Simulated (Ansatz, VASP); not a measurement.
# TiO2 in VASP and in Ansatz

```xyz
6
Lattice="-1.8853 1.8853 4.7732 1.8853 -1.8853 4.7732 1.8853 1.8853 -4.7732" Properties=species:S:1:pos:R:3 pbc="T T T"
Ti    0.0000    0.0000    0.0000
Ti    0.0000    1.8853    2.3866
O     0.0000    0.0000    1.9820
O     0.0000    1.8853    4.3686
O     0.0000    1.8853    0.4046
O     0.0000    0.0000    7.5643
```

Alike in both runs: functional PBEsol; k mesh 10 × 10 × 10; occupations gaussian, width 0.02 eV; no spin polarisation.

Ansatz relaxed the structure, and its values are those at the end. VASP's run is a single point on that final structure, the one shown.

|  | VASP | Ansatz |
| --- | --- | --- |
| version | VASP 6.6.1 | Ansatz 0.2.0 |
| potentials or method | VASP PAW PBE potentials, release 64 (Ti_sv, O), cutoff 520 eV | scalar-relativistic, plane waves, PAW |
| valence electrons in the cell | 48 | 48 |

|  | VASP | Ansatz | Ansatz less VASP |
| --- | --- | --- | --- |
| gap on the k mesh at the Fermi level (eV) | 2.09 | 2.12 | +0.025 |
| least direct gap on the mesh (eV) | 2.42 | 2.44 | +0.022 |
| pressure (GPa) | 0.7 | 0.0 | -0.72 |
| rms of the force components (eV/Å) | 0.008 | 0.001 | -0.0066 |

VASP's potentials were made for PBE, not for PBEsol.
